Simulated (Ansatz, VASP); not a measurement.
# Two plane-wave programs on BN

```
CELL_PARAMETERS angstrom
2.51218 0.00000 0.00000
-1.25609 2.17561 0.00000
0.00000 0.00000 8.34369
ATOMIC_POSITIONS crystal
B 0.34998 0.67885 0.25000
B 0.68332 0.34552 0.75000
N 0.33333 0.66667 0.75000
N 0.66667 0.33333 0.25000
```

Change from the starting cell: all B atoms moved +0.037 Å, as atom 1 along Cartesian [1 1 0].

Alike in both runs: task single point; functional PBE; k mesh 12 × 12 × 4; occupations gaussian, width 0.05 eV; no spin polarisation.

```csv
,VASP,Ansatz
version,VASP 6.6.1,Ansatz 0.2.0
potentials or method,"VASP PAW PBE potentials, release 64 (B, N), cutoff 520 eV","scalar-relativistic, plane waves, PAW"
valence electrons in the cell,16,16
```

```tsv
	VASP	Ansatz	Ansatz less VASP
gap on the k mesh at the Fermi level (eV)	4.41	4.41	+0.002
least direct gap on the mesh (eV)	4.68	4.68	+0.003
pressure (GPa)	0.5	0.4	-0.04
traceless stress, the component that is largest in VASP (GPa)	-0.55	-0.39	+0.160
rms of the force components (eV/Å)	0.875	0.877	+0.0024
```

Atom by atom the forces differ by 0.002 eV/Å (rms over components). The functional is the same, so the differences come from potentials, cutoffs and numerics.
